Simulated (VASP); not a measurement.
The system is Sn.

```
Sn
1.0
    -1.72654    1.77555    2.33834
     1.72654   -1.77555    2.33834
     1.72654    1.77555   -2.33834
Sn
1
Direct
  0.00000 0.00000 0.00000
```

| Property | Result |
| --- | --- |
| Program | VASP 6.6.1 |
| Task | relaxation of cell and atoms |
| Functional | BLYP |
| Potentials or basis | VASP PAW PBE potentials, release 64 (Sn_d) |
| Cutoff | 600 eV |
| k mesh | 11 × 11 × 11 |
| Occupations | fermi-dirac, width 0.05 eV |
| Spin | no spin polarisation |

At the start: pressure 3.1 GPa; volume 28.67 Å³/atom.

Where does the relaxation end?

Over 11 steps the energy falls by 24.7 meV/atom and the volume is 30.87 Å³/atom (+7.7 %); space group Fm-3m (No. 225, to 0.05 Å).

Step by step:
```
step  energy change (eV)  largest force (eV/Å)  pressure (GPa)  volume (Å³)
   1              0.0000                0.0000            3.14        28.67
   2             -0.0218                0.0000           -0.29        31.07
   3             -0.0219                0.0000           -0.10        30.91
   4             -0.0229                0.0000           -0.05        30.88
   5             -0.0237                0.0000            0.05        30.83
   6             -0.0237                0.0000            0.04        30.82
   7             -0.0242                0.0000            0.01        30.86
   8             -0.0247                0.0000           -0.07        30.92
   9             -0.0247                0.0000           -0.06        30.93
  10             -0.0247                0.0000            0.05        30.83
  11             -0.0247                0.0000            0.00        30.87
```

Final structure:
```yaml
crystal:
  lattice:
    - [-1.76303, 1.76253, 2.48369]
    - [1.76303, -1.76253, 2.48369]
    - [1.76303, 1.76253, -2.48369]
  atoms:
    - { symbol: Sn, position: [0.00000, 0.00000, 0.00000] }
```

Caveat: the PAW data sets were made with another functional, which shifts forces and pressure a little.
